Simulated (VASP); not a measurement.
Set up this calculation in VASP 6.6.1, as the native input.

```
Task                   : single point
Functional             : r2SCAN
Potentials or basis    : VASP PAW PBE potentials, release 64 (Ag)
Cutoff                 : 520 eV
k mesh                 : 11 × 11 × 11
Occupations            : fermi-dirac, width 0.05 eV
Spin                   : no spin polarisation
Dipole correction      : no
Further INCAR settings : ALGO = Normal; EDIFF = 1e-07; NBANDS = 12
```

The system is Ag.

```
Ag
1.0
    -1.67744    1.67744    1.67744
     1.67744   -1.67744    1.67744
     1.67744    1.67744   -1.67744
Ag
1
Cartesian
  0.0000 0.0000 0.0000
```

These files were run (other wordings do the same):

POSCAR

```
Ag
1.0
   -1.6774414196      1.6774414196      1.6774414196
    1.6774414196     -1.6774414196      1.6774414196
    1.6774414196      1.6774414196     -1.6774414196
Ag
1
Direct
    0.0000000000      0.0000000000      0.0000000000
```

INCAR.step1

```
SYSTEM = Ag
ALGO     = Normal         ! electronic algorithm
EDIFF    = 1E-4           ! SCF threshold, eV
ENCUT    = 520            ! plane-wave cutoff, eV
GGA      = PE             ! functional
ISMEAR   = -1             ! smearing method
LASPH    = .TRUE.         ! aspherical terms in the spheres
LCHARG   = .FALSE.        ! write CHGCAR
LREAL    = .FALSE.        ! projectors in reciprocal space
LWAVE    = .TRUE.         ! write WAVECAR
NBANDS   = 12             ! bands
NELM     = 80             ! most SCF steps
PREC     = Accurate       ! precision mode
SIGMA    = 0.05           ! smearing width, eV
```

INCAR.step2

```
SYSTEM = Ag
ALGO     = Normal         ! electronic algorithm
EDIFF    = 1E-7           ! SCF threshold, eV
ENCUT    = 520            ! plane-wave cutoff, eV
ISIF     = 2              ! what is computed and relaxed
ISMEAR   = -1             ! smearing method
ISTART   = 1            
LASPH    = .TRUE.         ! aspherical terms in the spheres
LCHARG   = .FALSE.        ! write CHGCAR
LMIXTAU  = .TRUE.       
LREAL    = .FALSE.        ! projectors in reciprocal space
LWAVE    = .FALSE.        ! write WAVECAR
METAGGA  = R2SCAN         ! meta-GGA
NBANDS   = 12             ! bands
NELM     = 80             ! most SCF steps
PREC     = Accurate       ! precision mode
SIGMA    = 0.05           ! smearing width, eV
```

KPOINTS

```
k-points
0
G
  11 11 11
  0 0 0
```

Potentials or basis: VASP PAW PBE potentials, release 64 (Ag).

Command:

```console
$ cat potpaw_PBE.64/Ag/POTCAR > POTCAR
$ cp INCAR.step1 INCAR
$ mpirun -np 1 vasp_std > vasp.out
$ cp INCAR.step2 INCAR
$ mpirun -np 1 vasp_std > vasp.out
```

It gave:

| Quantity | Value |
| --- | --- |
| Pressure | -6.5 GPa |

Caveat: the PAW data sets were made with another functional, which shifts forces and pressure a little.

It took 78 s on 1 thread of AMD EPYC 7R43 64-Core Processor (Zen 3), on a shared host, peak memory 0.11 GiB.
